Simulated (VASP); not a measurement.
Write the native input for VASP 6.6.1 that does the following.

```yaml
Task: single point
Functional: LDA
Potentials_or_basis: VASP PAW LDA potentials, release 64 (Be, Co)
Cutoff: 520 eV
k_mesh: 10 × 10 × 10
Occupations: methfessel-paxton, width 0.15 eV
Spin: collinear spin, ferromagnetic start
Starting_moments: "[0.17, 0.17, 0.12, 1.73] μB"
Fixed_moment: 2.5 μB
Dipole_correction: no
Further_INCAR_settings: ALGO = Normal; EDIFF = 1e-06; NBANDS = 20
```

The structure of Be3Co lies in POSCAR:

```
Be3Co
1.0
   -1.5462136300      1.5462136300      3.4937730100
    1.5462136300     -1.5462136300      3.4937730100
    1.5462136300      1.5462136300     -3.4937730100
Be Co
3 1
Direct
    0.7499999993      0.2499999993      0.5000000000
    0.2499999993      0.7499999993      0.5000000000
    0.5000000000      0.5000000000      0.0000000000
    0.0000000000      0.0000000000      0.0000000000
```

These files were run (other wordings do the same):

INCAR

```
SYSTEM = Be3Co
PREC = Accurate ; ENCUT = 520
EDIFF = 1E-6 ; ISMEAR = 1
SIGMA = 0.15 ; LREAL = .False.
LASPH = .True. ; NELM = 150
ALGO = Normal ; ISIF = 2
LWAVE = .False. ; LCHARG = .False.
ISPIN = 2 ; MAGMOM = 0.17 0.17 0.12 1.73
LORBIT = 11 ; NUPDOWN = 2.5
LMAXMIX = 4 ; GGA = CA
NBANDS = 20
```

KPOINTS

```
regular mesh
0
Gamma
  10 10 10
  0 0 0
```

Potentials or basis: VASP PAW LDA potentials, release 64 (Be, Co).

The run is started by

```console
$ cat potpaw_LDA.64/Be/POTCAR potpaw_LDA.64/Co/POTCAR > POTCAR
$ mpirun -np 1 vasp_std > vasp.out
```

Results of the run:

```
Pressure                                              : 0.1 GPa
Net moment                                            : 2.50 μB per cell
Site moments                                          : Be +0.17, +0.12; Co +1.68 μB
Valence electrons inside the program's atomic spheres : Be 1.16, 1.20; Co 8.49
```

Caveat: the total moment is fixed, so each spin has its own Fermi level.

Run time: 4.5 min on 1 thread of AMD EPYC 7R43 64-Core Processor (Zen 3) (shared host), peak memory 0.21 GiB.
